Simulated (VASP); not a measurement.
Set up this calculation in VASP 6.6.1, as the native input.

* Task: single point
* Functional: LDA
* Potentials or basis: VASP PAW LDA potentials, release 64 (Cs_sv, Mg, F)
* Cutoff: 520 eV
* k mesh: 6 × 6 × 6
* Occupations: gaussian, width 0.05 eV
* Spin: no spin polarisation
* Dipole correction: no
* Further INCAR settings: ALGO = Normal; EDIFF = 1e-06; NBANDS = 24

The structure of CsMgF3 lies in POSCAR:

```
CsMgF3
1.0
    4.2523070000      0.0000000000      0.0000000000
    0.0000000000      4.2523070000      0.0000000000
    0.0000000000      0.0000000000      4.2523070000
Cs Mg F
1 1 3
Direct
    0.0000000000      0.0000000000      0.0000000000
    0.5000000000      0.5000000000      0.5000000000
    0.0000000000      0.4958428050      0.4958428050
    0.5000000000     -0.0041571950      0.4958428050
    0.5000000000      0.4958428050     -0.0041571950
```

This cell differs from its parent crystal: all F atoms moved +0.025 Å, as atom 3 towards its neighbour atom 1 (Cs) at 3.007 Å.

One way to write it, as run:

INCAR

```
ALGO     = Normal         # electronic algorithm
EDIFF    = 1E-6           # SCF threshold, eV
ENCUT    = 520            # plane-wave cutoff, eV
ISIF     = 2              # what is computed and relaxed
ISMEAR   = 0              # smearing method
LASPH    = T              # aspherical terms in the spheres
LCHARG   = F              # write CHGCAR
LREAL    = F              # projectors in reciprocal space
LWAVE    = F              # write WAVECAR
NBANDS   = 24             # bands
NELM     = 60             # most SCF steps
PREC     = Accurate       # precision mode
SIGMA    = 0.05           # smearing width, eV
```

KPOINTS

```
k-points
0
Gamma
  6 6 6
```

Potentials or basis: VASP PAW LDA potentials, release 64 (Cs_sv, Mg, F).

Run with:

```sh
$ cat potpaw_LDA.64/Cs_sv/POTCAR potpaw_LDA.64/Mg/POTCAR potpaw_LDA.64/F/POTCAR > POTCAR
$ mpirun -np 1 vasp_std > vasp.out
```

It gave:

- Pressure: -7.3 GPa
- Largest force: 0.052 eV/Å
- Band gap on the k mesh: 6.35 eV, direct

Caveat: the cell differs from its parent crystal (all F atoms moved +0.025 Å, as atom 3 towards its neighbour atom 1 (Cs) at 3.007 Å); spin-orbit coupling is left out, which moves the levels of the heavy elements.

Run time: 43 s on 1 thread of Intel(R) Xeon(R) Platinum 8488C (Sapphire Rapids) (shared host), peak memory 0.22 GiB.
